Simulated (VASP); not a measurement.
Input of a VASP 6.6.1 run:

The input INCAR:

```
PREC = Accurate
ENCUT = 520
EDIFF = 1E-6
ISMEAR = 0
SIGMA = 0.1
LREAL = False
LASPH = True
NELM = 80
ALGO = Normal
ISIF = 2
LWAVE = False
LCHARG = False
GGA = PE
NBANDS = 20
```

Contents of KPOINTS:

```
regular mesh
0
Gamma
  10 10 10
```

File POSCAR:

```
LiBr3
1.0
    4.7505772792      0.0000000000      0.0000000000
    0.0000000000      4.7505772792      0.0000000000
    0.0000000000      0.0000000000      4.7505772792
Li Br
1 3
Direct
    0.0000000000      0.0000000000      0.0000000000
    0.0000000000      0.5000000000      0.5000000000
    0.5000000000      0.5000000000      0.0000000000
    0.5000000000      0.0000000000      0.5000000000
```

Potentials or basis: VASP PAW PBE potentials, release 64 (Li_sv, Br).

Launch:

```sh
$ cat potpaw_PBE.64/Li_sv/POTCAR potpaw_PBE.64/Br/POTCAR > POTCAR
$ mpirun -np 1 vasp_std > vasp.out
```

Question: Estimate the band gap on the k mesh.

Answer: Zero (bands 12 and 13 overlap by 0.44 eV).
